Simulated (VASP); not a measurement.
# Ge (P6_3/mmc) in VASP: notebook

Runs on Ge. Level: PBEsol. Tasks: relaxation of cell and atoms, single point.

All numbers are computed with VASP 6.6.1; they aren't measurements. Logs are shortened: lines on timing, memory, paths and dates and some standing lists are left out, and cuts for length are marked.

**1. The cell of the first run**

The structure is hexagonal, space group P6_3/mmc (No. 194). The conventional cell has a = 3.285 Å, b = 3.285 Å, c = 5.332 Å, α = 90.00°, β = 90.00°, γ = 120.00°. Within 4.3 Å of Ge (site symmetry -6m2) lie 12 Ge at 3.27 to 3.29 Å.

This isn't the form of Ge at room conditions, which is diamond.

**2. Relaxation of cell and atoms, PBEsol**

Contents of INCAR:

```
SYSTEM = Ge
PREC     = Accurate       ! precision mode
ENCUT    = 600            ! plane-wave cutoff, eV
EDIFF    = 1E-7           ! SCF threshold, eV
ISMEAR   = 0              ! smearing method
SIGMA    = 0.1            ! smearing width, eV
LREAL    = .False.        ! projectors in reciprocal space
LASPH    = .True.         ! aspherical terms in the spheres
NELM     = 60             ! most SCF steps
ALGO     = Normal         ! electronic algorithm
ISIF     = 3              ! what is computed and relaxed
LWAVE    = .False.        ! write WAVECAR
LCHARG   = .False.        ! write CHGCAR
GGA      = PS             ! functional
IBRION   = 2              ! ionic algorithm
NSW      = 90             ! ionic steps
EDIFFG   = -0.04          ! ionic threshold
```

Contents of KPOINTS:

```
Automatic mesh
0
Gamma
  6 6 4
  0 0 0
```

Contents of POSCAR:

```
Ge
1.0
    3.2853008098      0.0000000000      0.0000000000
   -1.6426504049      2.8451539603      0.0000000000
    0.0000000000      0.0000000000      5.3322172022
Ge
2
Direct
    0.3333333333      0.6666666667      0.2500000000
    0.6666666667      0.3333333333      0.7500000000
```

Potentials or basis: VASP PAW PBE potentials, release 64 (Ge_d).

Started as:

```bash
cat potpaw_PBE.64/Ge_d/POTCAR > POTCAR
mpirun -np 1 vasp_std > vasp.out
```

OUTCAR:

```text
SYSTEM = Ge
   PREC = Accurate
   ENCUT = 600
   EDIFF = 1E-7
   ISMEAR = 0
   LREAL = .False.
   LASPH = .True.
   NELM = 60
   ISIF = 3
   GGA = PS
   IBRION = 2
   NSW = 90
   EDIFFG = -0.04

 ion  position               nearest neighbor table
   1  0.333  0.667  0.250-
   2  0.667  0.333  0.750-

  LATTYP: Found a hexagonal cell.
 ALAT       =     3.2853008098
 C/A-ratio  =     1.6230529595

  Lattice vectors:

 A1 = (   3.2853008098,   0.0000000000,   0.0000000000)
 A2 = (  -1.6426504049,   2.8451539603,   0.0000000000)
 A3 = (   0.0000000000,   0.0000000000,   5.3322172022)

Analysis of symmetry for initial positions (statically):
=====================================================================
 Subroutine PRICEL returns:
 Original cell was already a primitive cell.

 Routine SETGRP: Setting up the symmetry group for a
 hexagonal supercell.

 Subroutine GETGRP returns: Found 24 space group operations
 (whereof 12 operations were pure point group operations)
 out of a pool of 24 trial point group operations.

The static configuration has the point symmetry D_3d.
 The point group associated with its full space group is D_6h.

Analysis of symmetry for dynamics (positions and initial velocities):
=====================================================================
 Subroutine PRICEL returns:
 Original cell was already a primitive cell.

 Routine SETGRP: Setting up the symmetry group for a
 hexagonal supercell.

 Subroutine GETGRP returns: Found 24 space group operations
 (whereof 12 operations were pure point group operations)
 out of a pool of 24 trial point group operations.

The dynamic configuration has the point symmetry D_3d.
 The point group associated with its full space group is D_6h.

 Subroutine INISYM returns: Found 24 space group operations
 (whereof 12 operations are pure point group operations),
 and found     1 'primitive' translations

----------------------------------------------------------------------------------------

                                     Primitive cell

  volume of cell :      49.8412

  direct lattice vectors                    reciprocal lattice vectors
     3.285300810  0.000000000  0.000000000     0.304386130  0.175737414  0.000000000
    -1.642650405  2.845153960  0.000000000     0.000000000  0.351474828  0.000000000
     0.000000000  0.000000000  5.332217202     0.000000000  0.000000000  0.187539247

  length of vectors
     3.285300810  3.285300810  5.332217202     0.351474828  0.351474828  0.187539247

  position of ions in fractional coordinates (direct lattice)
     0.333333333  0.666666667  0.250000000
     0.666666667  0.333333333  0.750000000

  ion indices of the primitive-cell ions
   primitive index   ion index
                 1           1
                 2           2

----------------------------------------------------------------------------------------

 KPOINTS: Automatic mesh

Automatic generation of k-mesh.
 Grid dimensions read from file:
 generate k-points for:    6    6    4

 Generating k-lattice:

  Cartesian coordinates                     Fractional coordinates (reciprocal lattice)
     0.050731022  0.029289569  0.000000000     0.166666667  0.000000000  0.000000000
     0.000000000  0.058579138  0.000000000     0.000000000  0.166666667  0.000000000
     0.000000000  0.000000000  0.046884812     0.000000000  0.000000000  0.250000000

  Length of vectors
     0.058579138  0.058579138  0.046884812

  Shift w.r.t. Gamma in fractional coordinates (k-lattice)
     0.000000000  0.000000000  0.000000000

 Subroutine IBZKPT returns following result:
 ===========================================

 Found     21 irreducible k-points:

 Following reciprocal coordinates:
            Coordinates               Weight
  0.000000  0.000000  0.000000      1.000000
  0.166667  0.000000  0.000000      6.000000
  0.333333  0.000000  0.000000      6.000000
  0.500000  0.000000  0.000000      3.000000
  0.166667  0.166667  0.000000      6.000000
  0.333333  0.166667  0.000000     12.000000
[... 13 lines left out ...]
  0.333333  0.166667  0.500000     12.000000
  0.333333  0.333333  0.500000      2.000000
   k-points           NKPTS =     21   k-points in BZ     NKDIM =     21   number of bands    NBANDS=     18
   number of dos      NEDOS =    301   number of ions     NIONS =      2
   total plane-waves  NPLWV =  37632
   dimension x,y,z NGX =    28 NGY =   28 NGZ =   48
   dimension x,y,z NGXF=    56 NGYF=   56 NGZF=   96
   ions per type =               2
   NGX,Y,Z   is equivalent  to a cutoff of  14.17, 14.17, 14.97 a.u.
   NGXF,Y,Z  is equivalent  to a cutoff of  28.34, 28.34, 29.93 a.u.
 SYSTEM =  Ge
   PREC   = accura    normal or accurate (medium, high low for compatibility)
   ISTART =      0    job   : 0-new  1-cont  2-samecut
   ICHARG =      2    charge: 1-file 2-atom 10-const
   ISPIN  =      1    spin polarized calculation?
   LNONCOLLINEAR =      F non collinear calculations
   LSORBIT =      F    spin-orbit coupling
   LASPH  =      T    aspherical Exc in radial PAW
   ENCUT  =  600.0 eV  44.10 Ry    6.64 a.u.   6.56  6.56 10.65*2*pi/ulx,y,z
   NELM   =     60;   NELMIN=  2; NELMDL= -5     # of ELM steps
   EDIFF  = 0.1E-06   stopping-criterion for ELM
   LREAL  =      F    real-space projection
   EDIFFG = -.4E-01   stopping-criterion for IOM
   NSW    =     90    number of steps for IOM
   IBRION =      2    ionic relax: 0-MD 1-quasi-New 2-CG
   NFREE  =      1    steps in history (QN), initial steepest desc. (CG)
   ISIF   =      3    stress and relaxation
   ISYM   =      2    0-nonsym 1-usesym 2-fastsym
   POTIM  = 0.5000    time-step for ionic-motion
   TEBEG  =    0.0;   TEEND  =   0.0 temperature during run
   PSTRESS=    0.0 pullay stress
   NELECT =      28.0000    total number of electrons
   NUPDOWN=      -1.0000    fix difference up-down
   EMIN   =  10.00;   EMAX   =-10.00  energy-range for DOS
   EFERMI =   0.00;   METHOD = LEGACY
   ISMEAR =     0;   SIGMA  =   0.10  broadening in eV -4-tet -1-fermi 0-gaus
   EFERMI_NEDOS =   21; number of points for ismear=-14 and -15
   IALGO  =     38    algorithm
   IMIX   =      4    mixing-type and parameters
     AMIX     =   0.40;   BMIX     =  1.00
     AMIX_MAG =   1.60;   BMIX_MAG =  1.00
  volume/ion in A,a.u.               =      24.92       168.17
  Fermi-wavevector in a.u.,A,eV,Ry     =   1.350821  2.552682 24.826801  1.824718
  Thomas-Fermi vector in A             =   2.478294
   LORBIT       =      0    0 simple, 1 ext, 2 COOP (PROOUT), +10 PAW based schemes
   GGA     = PS    functional components
   LHFCALC =     F    Hartree Fock is set to
   AEXX    =    0.0000 exact exchange contribution
   IVDW    =     0    specifies the selected vdW correction
   LEPSILON=     F    determine dielectric tensor
   LRPA    =     F    only Hartree local field effects (RPA)
 conjugate gradient relaxation of ions
 non-spin polarized calculation
 Gauss-broadening in eV      SIGMA  =   0.10
  energy-cutoff  :      600.00
  volume of cell :       49.84
 maximum number of plane-waves:      1701
 NGX is ok and might be reduce to    28
   NGX = 13   NGY = 13   NGZ = 21

--------------------------------------- Ionic step        1  -------------------------------------------

 number of electron      27.9999995 magnetization

 Free energy of the ion-electron system (eV)
  ---------------------------------------------------
  ext. energy  EPLUGINS =         0.00000000
  ---------------------------------------------------
  free energy    TOTEN  =        -8.62428489 eV

  energy without entropy =       -8.60496806  energy(sigma->0) =       -8.61462647

 E-fermi :   3.9799     XC(G=0): -10.1128

 val. band max:        3.9766178412   @ k =   0.3333   0.0000   0.2500
 cond. band min:       4.4097511135   @ k =   0.1667   0.1667   0.2500
 fundamental gap:      0.4331332723
 Fermi energy:         3.9798903366

 k-point     1 :       0.0000    0.0000    0.0000
  band No.  band energies     occupation
      1     -20.6482      2.00000
      2     -20.6482      2.00000
      3     -20.6457      2.00000
      4     -20.6457      2.00000
      5     -20.6421      2.00000
      6     -20.6399      2.00000
[... 10 lines left out ...]
     17      10.4340      0.00000
     18      10.7330      0.00000
[... 548 lines left out ...]
 POSITION                                       TOTAL-FORCE (eV/Angst)
 -----------------------------------------------------------------------------------
     -0.00000      1.70635      1.19700         0.000000      0.000000      0.000000
      1.47774      0.85317      3.59101        -0.000000     -0.000000     -0.000000
 -----------------------------------------------------------------------------------
    total drift:                               -0.000000      0.000000      0.000000

  FREE ENERGIE OF THE ION-ELECTRON SYSTEM (eV)
  ---------------------------------------------------
  free  energy   TOTEN  =        -9.3029772971 eV

  energy  without entropy=       -9.2981202808  energy(sigma->0) =       -9.30054879

--------------------------------------- Ionic step        5  -------------------------------------------

 number of electron      27.9999999 magnetization

 Free energy of the ion-electron system (eV)
  ---------------------------------------------------
  ext. energy  EPLUGINS =         0.00000000
  ---------------------------------------------------
  free energy    TOTEN  =        -9.30354952 eV

  energy without entropy =       -9.29855341  energy(sigma->0) =       -9.30105147

 E-fermi :   7.3610     XC(G=0): -11.6503

 val. band max:        6.8128212217   @ k =   0.3333   0.3333   0.0000
 cond. band min:       7.3626841873   @ k =   0.1667   0.1667   0.2500
 fundamental gap:      0.5498629656
 Fermi energy:         7.3610291277

 k-point     1 :       0.0000    0.0000    0.0000
  band No.  band energies     occupation
      1     -17.5793      2.00000
      2     -17.5735      2.00000
      3     -17.5709      2.00000
      4     -17.5709      2.00000
      5     -17.5624      2.00000
      6     -17.5624      2.00000
[... 10 lines left out ...]
     17      16.1449      0.00000
     18      16.6385      0.00000
[... 440 lines left out ...]
 POSITION                                       TOTAL-FORCE (eV/Angst)
 -----------------------------------------------------------------------------------
     -0.00000      1.70175      1.20284         0.000000      0.000000      0.000000
      1.47375      0.85087      3.60853        -0.000000     -0.000000     -0.000000
 -----------------------------------------------------------------------------------
    total drift:                               -0.000000      0.000000      0.000000

  FREE ENERGIE OF THE ION-ELECTRON SYSTEM (eV)
  ---------------------------------------------------
  free  energy   TOTEN  =        -9.3035495230 eV

  energy  without entropy=       -9.2985534128  energy(sigma->0) =       -9.30105147

 reached required accuracy - stopping structural energy minimisation
```

Wall time 68 s (1 thread of Intel Xeon Platinum 8259CL at 2.50GHz (Skylake/Cascade Lake), shared host); peak memory 0.2 GiB.

What came out:

* Free energy: -9.3035 eV
* Relaxed volume: 18.10 Å³/atom
* Relaxed cell: a = 2.948 Å, b = 2.948 Å, c = 4.811 Å, α = 90.00°, β = 90.00°, γ = 120.00°
* Space group after relaxing (to 0.1 Å): P6_3/mmc (No. 194)
* Energy gained by relaxing: 339.6 meV/atom
* Ionic steps: 5
* Pressure after relaxing: 0.2 GPa
* Band gap on the k mesh: zero (bands 14 and 15 overlap by 9.59 eV)

Stress tensor (GPa, compression positive):
```
 0.28  0.00  0.00
 0.00  0.28  0.00
 0.00  0.00 -0.03
```

Step by step:
| step | energy change (eV) | largest force (eV/Å) | pressure (GPa) | volume (Å³) |
| --- | --- | --- | --- | --- |
| 1 | 0.0000 | 0.0000 | -11.38 | 49.84 |
| 2 | -0.6567 | 0.0000 | -3.51 | 38.13 |
| 3 | -0.6783 | 0.0000 | -0.52 | 36.49 |
| 4 | -0.6787 | 0.0000 | 0.04 | 36.22 |
| 5 | -0.6793 | 0.0000 | 0.18 | 36.20 |

Final structure:
```
Ge
1.0
     2.94751    0.00000    0.00000
    -1.47375    2.55262    0.00000
     0.00000    0.00000    4.81137
Ge
2
Cartesian
  0.0000 1.7017 1.2028
  1.4738 0.8509 3.6085
```

Levels at points of the mesh, in eV from the Fermi level:
```tsv
k point	band 12	band 13	band 14	band 15	band 16	band 17
(0.00, 0.00, 0.00)	-8.23	-6.05	6.81	6.81	8.78	8.78
(0.50, 0.00, 0.00)	-7.42	-2.84	-1.93	-1.25	1.04	2.46
(0.00, 0.00, 0.50)	-12.18	1.02	1.02	7.88	7.88	7.88
(0.50, 0.00, 0.50)	-7.29	-5.34	-5.34	4.05	4.05	4.55
```

Caveat: the k points lie up to 0.41 Å⁻¹ apart in the final cell, too coarse for converged energies and pressures of a metal; the volume moved by over 15 % at a fixed basis, so the end points are rough; the PAW data sets were made with another functional, which shifts forces and pressure a little.

(Continued in part 2 of 2.)

The gap in the log of VASP goes by the Fermi energy; the results here count the filled bands.